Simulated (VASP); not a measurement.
Input of a VASP 6.6.1 run:

Contents of INCAR:

```
SYSTEM = Pt
PREC     = Accurate       ! precision mode
ENCUT    = 600            ! plane-wave cutoff, eV
EDIFF    = 1E-6           ! SCF threshold, eV
ISMEAR   = 0              ! smearing method
SIGMA    = 0.1            ! smearing width, eV
LREAL    = .FALSE.        ! projectors in reciprocal space
LASPH    = .TRUE.         ! aspherical terms in the spheres
NELM     = 60             ! most SCF steps
ALGO     = Fast           ! electronic algorithm
ISIF     = 3              ! what is computed and relaxed
LWAVE    = .FALSE.        ! write WAVECAR
LCHARG   = .FALSE.        ! write CHGCAR
GGA      = PE             ! functional
IBRION   = 2              ! ionic algorithm
NSW      = 90             ! ionic steps
EDIFFG   = -0.04          ! ionic threshold
```

KPOINTS

```
regular mesh
0
G
  6 6 6
  0 0 0
```

File POSCAR:

```
Pt
1.0
    0.0000000000      2.7821295600      2.7821295600
    2.7821295600      0.0000000000      2.7821295600
    2.7821295600      2.7821295600      0.0000000000
Pt
3
Direct
    0.0000000000      0.0000000000      0.0000000000
    0.7500000000      0.7500000000      0.7500000000
    0.2500000000      0.2500000000      0.2500000000
```

Potentials or basis: VASP PAW PBE potentials, release 64 (Pt).

The run is started by

```console
$ cat potpaw_PBE.64/Pt/POTCAR > POTCAR
$ mpirun -np 1 vasp_std > vasp.out
```

**Question.** Estimate the band gap on the k mesh.

**Answer.** Zero (bands 15 and 16 overlap by 0.79 eV).

**Question.** Estimate the space group after relaxing (to 0.1 Å).

**Answer.** Fm-3m (No. 225).

**Question.** Estimate the relaxed cell.

**Answer.** a = 4.287 Å, b = 4.287 Å, c = 4.287 Å, α = 60.00°, β = 60.00°, γ = 60.00°.

**Question.** What does it give for the relaxed volume?

**Answer.** 18.57 Å³/atom.

Final structure:
```
Pt
1.0
     0.00000    3.03140    3.03140
     3.03140    0.00000    3.03140
     3.03140    3.03140    0.00000
Pt
3
Direct
  0.00000 0.00000 0.00000
  0.75000 0.75000 0.75000
  0.25000 0.25000 0.25000
```

Caveat: the volume moved by over 15 % at a fixed basis, so the end points are rough; spin-orbit coupling is left out, which moves the levels of the heavy elements.
